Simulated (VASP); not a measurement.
# Nb (Im-3m) in VASP: notebook

Runs on Nb. Level: PBE. Tasks: single point.

Program: VASP 6.6.1. These are calculated values, not measurements. Logs are shortened: lines on timing, memory, paths and dates and some standing lists are left out, and cuts for length are marked.

## Step 1: The cell of the first run

Symmetry: Im-3m, No. 229, cubic system. The conventional cell has a = 3.244 Å, b = 3.244 Å, c = 3.244 Å, α = 90.00°, β = 90.00°, γ = 90.00°. Within 3.7 Å of Nb (site symmetry m-3m) lie 14 Nb at 2.81 to 3.24 Å.

## Step 2: Single point, PBE (volume scaled by 0.94)

INCAR reads:

```
SYSTEM = Nb
ALGO = Normal ; EDIFF = 1E-7
ENCUT = 520 ; GGA = PE
ISIF = 2 ; ISMEAR = 0
LASPH = .TRUE. ; LCHARG = .FALSE.
LREAL = .FALSE. ; LWAVE = .FALSE.
NBANDS = 12 ; NELM = 60
PREC = Accurate ; SIGMA = 0.1
```

KPOINTS reads:

```
k-points
0
G
  18 18 18
  0 0 0
```

POSCAR reads:

```
Nb
1.0
   -1.6217616194      1.6217616194      1.6217616194
    1.6217616194     -1.6217616194      1.6217616194
    1.6217616194      1.6217616194     -1.6217616194
Nb
1
Direct
    0.0000000000      0.0000000000      0.0000000000
```

Potentials or basis: VASP PAW PBE potentials, release 64 (Nb_sv).

Run with:

```console
$ cat potpaw_PBE.64/Nb_sv/POTCAR > POTCAR
$ mpirun -np 1 vasp_std > vasp.out
```

OUTCAR:

```text
SYSTEM = Nb
   EDIFF = 1E-7
   ENCUT = 520
   GGA = PE
   ISIF = 2
   ISMEAR = 0
   LASPH = .TRUE.
   LREAL = .FALSE.
   NELM = 60
   PREC = Accurate

 ion  position               nearest neighbor table
   1  0.000  0.000  0.000-

  LATTYP: Found a body centered cubic cell.
 ALAT       =     3.2435232388

  Lattice vectors:

 A1 = (  -1.6217616194,   1.6217616194,   1.6217616194)
 A2 = (   1.6217616194,  -1.6217616194,   1.6217616194)
 A3 = (   1.6217616194,   1.6217616194,  -1.6217616194)

Analysis of symmetry for initial positions (statically):
=====================================================================
 Subroutine PRICEL returns:
 Original cell was already a primitive cell.

 Routine SETGRP: Setting up the symmetry group for a
 body centered cubic supercell.

 Subroutine GETGRP returns: Found 48 space group operations
 (whereof 48 operations were pure point group operations)
 out of a pool of 48 trial point group operations.

The static configuration has the point symmetry O_h .

Analysis of symmetry for dynamics (positions and initial velocities):
=====================================================================
 Subroutine PRICEL returns:
 Original cell was already a primitive cell.

 Routine SETGRP: Setting up the symmetry group for a
 body centered cubic supercell.

 Subroutine GETGRP returns: Found 48 space group operations
 (whereof 48 operations were pure point group operations)
 out of a pool of 48 trial point group operations.

The dynamic configuration has the point symmetry O_h .

 Subroutine INISYM returns: Found 48 space group operations
 (whereof 48 operations are pure point group operations),
 and found     1 'primitive' translations

----------------------------------------------------------------------------------------

                                     Primitive cell

  volume of cell :      17.0617

  direct lattice vectors                    reciprocal lattice vectors
    -1.621761619  1.621761619  1.621761619     0.000000000  0.308306717  0.308306717
     1.621761619 -1.621761619  1.621761619     0.308306717  0.000000000  0.308306717
     1.621761619  1.621761619 -1.621761619     0.308306717  0.308306717  0.000000000

  length of vectors
     2.808973523  2.808973523  2.808973523     0.436011540  0.436011540  0.436011540

[... 84 lines left out ...]
   ISIF   =      2    stress and relaxation
   ISYM   =      2    0-nonsym 1-usesym 2-fastsym
   POTIM  = 0.5000    time-step for ionic-motion
   TEBEG  =    0.0;   TEEND  =   0.0 temperature during run
   PSTRESS=    0.0 pullay stress
   NELECT =      13.0000    total number of electrons
   NUPDOWN=      -1.0000    fix difference up-down
   EMIN   =  10.00;   EMAX   =-10.00  energy-range for DOS
   EFERMI =   0.00;   METHOD = LEGACY
   ISMEAR =     0;   SIGMA  =   0.10  broadening in eV -4-tet -1-fermi 0-gaus
   EFERMI_NEDOS =   21; number of points for ismear=-14 and -15
   IALGO  =     38    algorithm
   IMIX   =      4    mixing-type and parameters
     AMIX     =   0.40;   BMIX     =  1.00
     AMIX_MAG =   1.60;   BMIX_MAG =  1.00
  volume/ion in A,a.u.               =      17.06       115.14
  Fermi-wavevector in a.u.,A,eV,Ry     =   1.495256  2.825624 30.419783  2.235791
  Thomas-Fermi vector in A             =   2.607424
   LORBIT       =      0    0 simple, 1 ext, 2 COOP (PROOUT), +10 PAW based schemes
   GGA     = PE    functional components
   LHFCALC =     F    Hartree Fock is set to
   AEXX    =    0.0000 exact exchange contribution
   IVDW    =     0    specifies the selected vdW correction
   LEPSILON=     F    determine dielectric tensor
   LRPA    =     F    only Hartree local field effects (RPA)
 non-spin polarized calculation
 Gauss-broadening in eV      SIGMA  =   0.10
  energy-cutoff  :      520.00
  volume of cell :       17.06
 maximum number of plane-waves:       472
 NGX is ok and might be reduce to    24
   NGX = 11   NGY = 11   NGZ = 11

 number of electron      13.0000000 magnetization

 Free energy of the ion-electron system (eV)
  ---------------------------------------------------
  ext. energy  EPLUGINS =         0.00000000
  ---------------------------------------------------
  free energy    TOTEN  =       -10.18344434 eV

  energy without entropy =      -10.17587828  energy(sigma->0) =      -10.17966131

 E-fermi :  11.9504     XC(G=0): -12.7828

 val. band max:       11.9408502855   @ k =   0.2778   0.0000   0.0000
 cond. band min:      11.9688097878   @ k =   0.2778   0.1111   0.1111
 fundamental gap:      0.0279595023
 Fermi energy:        11.9503681187

 k-point     1 :       0.0000    0.0000    0.0000
  band No.  band energies     occupation
      1     -42.3537      2.00000
      2     -17.5234      2.00000
      3     -17.5234      2.00000
      4     -17.5234      2.00000
      5       5.9163      2.00000
      6      12.3005      0.00000
      7      12.3005      0.00000
      8      12.3005      0.00000
      9      15.3935      0.00000
     10      15.3935      0.00000
     11      26.3195      0.00000
     12      26.3195      0.00000
[... 331 lines left out ...]
 k-point    24 :       0.3889    0.1111   -0.0000
  band No.  band energies     occupation
      1     -42.0489      2.00000
      2     -19.0274      2.00000
      3     -18.0719      2.00000
      4     -17.6102      2.00000
      5       8.4202      2.00000
      6      10.2780      2.00000
      7      13.2339      0.00000
      8      15.2982      0.00000
      9      16.4804      0.00000
     10      19.1528      0.00000
     11      24.4302      0.00000
     12      25.0298      0.00000

 [... further k-points ...]

------------------------ aborting loop because EDIFF is reached ----------------------------------------

  FORCE on cell =-STRESS in cart. coord.  units (eV):
  Direction    XX          YY          ZZ          XY          YZ          ZX
  --------------------------------------------------------------------------------------
  -------------------------------------------------------------------------------------
  Total        1.2021922      1.2021922      1.2021922      0.0000000      0.0000000     -0.0000000
  in kB      112.8920747    112.8920747    112.8920747      0.0000000      0.0000000     -0.0000000
  external PRESSURE =     112.8920747 kB  Pullay stress =       0.0000000 kB

 VOLUME and BASIS-vectors are now :
 -----------------------------------------------------------------------------
  energy-cutoff  :      520.00
  volume of cell :       17.06
      direct lattice vectors                 reciprocal lattice vectors
    -1.621761619  1.621761619  1.621761619     0.000000000  0.308306717  0.308306717
     1.621761619 -1.621761619  1.621761619     0.308306717  0.000000000  0.308306717
     1.621761619  1.621761619 -1.621761619     0.308306717  0.308306717  0.000000000

 POSITION                                       TOTAL-FORCE (eV/Angst)
 -----------------------------------------------------------------------------------
      0.00000      0.00000      0.00000        -0.000000      0.000000     -0.000000
 -----------------------------------------------------------------------------------
    total drift:                                0.000000      0.000000     -0.000000

  FREE ENERGIE OF THE ION-ELECTRON SYSTEM (eV)
  ---------------------------------------------------
  free  energy   TOTEN  =       -10.1834443393 eV

  energy  without entropy=      -10.1758782786  energy(sigma->0) =      -10.17966131
```

stdout:

```text
POSCAR found type information on POSCAR Nb
 POSCAR found :  1 types and       1 ions
 scaLAPACK will be used
 LDA part: xc-table for (Slater+PW92), standard interpolation
 POSCAR, INCAR and KPOINTS ok, starting setup
 FFT: planning ... GRIDC
 FFT: planning ... GRID_SOFT
 FFT: planning ... GRID
 WAVECAR not read
 entering main loop
```

Run time: 30 s. Hardware: 1 thread of Intel Xeon Platinum 8488C (Sapphire Rapids), shared host; peak memory 0.16 GiB.

Results:

| Item | Value |
| --- | --- |
| Free energy | -10.1834 eV |
| Pressure | 11.3 GPa |

Levels at points of the mesh, in eV from the Fermi level:
```csv
k point,band 4,band 5,band 6,band 7,band 8,band 9
"(0.00, 0.00, 0.00)",-29.47,-6.03,0.35,0.35,0.35,3.44
"(0.50, 0.00, 0.00)",-29.49,-3.95,-1.82,2.57,3.51,4.24
"(0.50, 0.50, 0.50)",-30.56,-4.04,-4.04,5.99,5.99,5.99
```

(Continued in part 2 of 2.)
